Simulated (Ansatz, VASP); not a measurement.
AlN: VASP beside Ansatz

```xyz
4
Lattice="3.1138 0.0000 0.0000 -1.5569 2.6966 0.0000 0.0000 0.0000 4.9833" Properties=species:S:1:pos:R:3 pbc="T T T"
Al    0.0000    1.7977   -0.0001
Al    1.5569    0.8989    2.4916
N     0.0000    1.7977    1.9037
N     1.5569    0.8989    4.3954
```

Alike in both runs: task single point; functional LDA; k mesh 8 × 8 × 6; no spin polarisation.

|  | VASP | Ansatz |
| --- | --- | --- |
| version | VASP 6.6.1 | Ansatz 0.2.0 |
| potentials or method | VASP PAW LDA potentials, release 64 (Al, N) | scalar-relativistic, plane waves, PAW |
| plane-wave cutoff (eV) | 600 | 420 |
| occupations | gaussian, width 0.01 eV | fixed |
| valence electrons in the cell | 16 | 16 |

Ansatz gave:

| Property | Result |
| --- | --- |
| gap on the k mesh at the Fermi level (eV) | 4.20 |
| least direct gap on the mesh (eV) | 4.20 |

What did VASP give for the same quantities?

gap on the k mesh at the Fermi level (eV): 4.21; least direct gap on the mesh (eV): 4.21.

LDA's correlation is that of Perdew and Zunger in VASP and of Perdew and Wang (1992) in Ansatz.
